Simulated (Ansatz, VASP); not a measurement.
## BAs: VASP beside Ansatz

```
B As
1.0
     2.95701    0.00000    0.00000
     0.00000    2.95701    0.00000
     0.00000    0.00000    2.95701
B As
1 1
Direct
  0.50000 0.50000 0.50000
  0.00000 0.00000 0.00000
```

Alike in both runs: task single point; functional PBEsol-based global hybrid; k mesh 5 × 5 × 5; occupations fermi-dirac, width 0.05 eV; no spin polarisation.

|  | VASP | Ansatz |
| --- | --- | --- |
| version | VASP 6.6.1 | Ansatz 0.2.0 |
| potentials or method | VASP PAW PBE potentials, release 64 (B, As) | Ansatz PAW |
| plane-wave cutoff (eV) | 520 | 420 |
| valence electrons in the cell | 8 | 18 |

Ansatz gave:

* gap on the k mesh at the Fermi level (eV): none
* pressure (GPa): -11.3

Q: What did VASP give for the same quantities?

A: gap on the k mesh at the Fermi level (eV): none; pressure (GPa): -11.7.

VASP's potentials were made for PBE, not for PBEsol-based global hybrid. A gap of «none» marks a metal or a gap that the smearing closes. VASP's potentials hold 8 valence electrons a cell and Ansatz's 18, so a difference there can come from the potentials and not from the codes.

The k mesh is coarse, so the values compare programs but aren't converged.
